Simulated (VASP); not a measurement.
A run of VASP 6.6.1 is set up as follows.

File INCAR:

```
PREC = Accurate ; ENCUT = 520
EDIFF = 1E-6 ; ISMEAR = 0
SIGMA = 0.05 ; LREAL = False
LASPH = True ; NELM = 80
ALGO = Normal ; ISIF = 2
LWAVE = False ; LCHARG = False
GGA = PS ; NBANDS = 11
```

KPOINTS

```
Automatic mesh
0
Gamma
  18 18 18
```

Contents of POSCAR:

```
SiC
1.0
    0.0000000000      1.9156156178      1.9156156178
    1.9156156178      0.0000000000      1.9156156178
    1.9156156178      1.9156156178      0.0000000000
Si C
1 1
Direct
    0.0000000000      0.0000000000      0.0000000000
    0.2500000000      0.2500000000      0.2500000000
```

Potentials or basis: VASP PAW PBE potentials, release 64 (Si, C).

Launch:

```sh
$ cat potpaw_PBE.64/Si/POTCAR potpaw_PBE.64/C/POTCAR > POTCAR
$ mpirun -np 1 vasp_std > vasp.out
```

**Question.** What does it give for the pressure?

**Answer.** 176.8 GPa.

**Question.** What does it give for the band gap on the k mesh?

**Answer.** 0.79 eV, indirect (least direct gap 4.71 eV).

Caveat: the PAW data sets were made with another functional, which shifts forces and pressure a little. A k mesh can miss the band edges.
